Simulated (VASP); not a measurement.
A run of VASP 6.6.1:

INCAR

```
SYSTEM = Mo
  PREC = Accurate
  ENCUT = 600
  EDIFF = 1E-6
  ISMEAR = 0
  SIGMA = 0.1
  LREAL = .False.
  LASPH = .True.
  NELM = 100
  ALGO = Normal
  ISIF = 3
  LWAVE = .False.
  LCHARG = .False.
  GGA = PS
  IBRION = 2
  NSW = 90
  EDIFFG = -0.04
```

KPOINTS

```
regular mesh
0
Gamma
  6 6 4
  0 0 0
```

File POSCAR:

```
Mo
1.0
    4.1956751883      0.0000000000      0.0000000000
   -2.0978375942      3.6335612991      0.0000000000
    0.0000000000      0.0000000000      4.9211606880
Mo
4
Direct
    0.0000000000      0.0000000000      0.2500000000
    0.0000000000      0.0000000000      0.7500000000
    0.3333333333      0.6666666667      0.7500000000
    0.6666666667      0.3333333333      0.2500000000
```

Potentials or basis: VASP PAW PBE potentials, release 64 (Mo_sv).

The run is started by

```console
$ cat potpaw_PBE.64/Mo_sv/POTCAR > POTCAR
$ mpirun -np 1 vasp_std > vasp.out
```

Hardware: 1 thread of Intel Xeon 8259CL, with other jobs on the host.

Question: How long does it take, and how much memory?

Answer: Wall time 5.7 min on 1 thread of Intel Xeon 8259CL (shared host), peak memory 0.25 GiB. Counts: scf iterations 43, k points 21, ion steps 5.
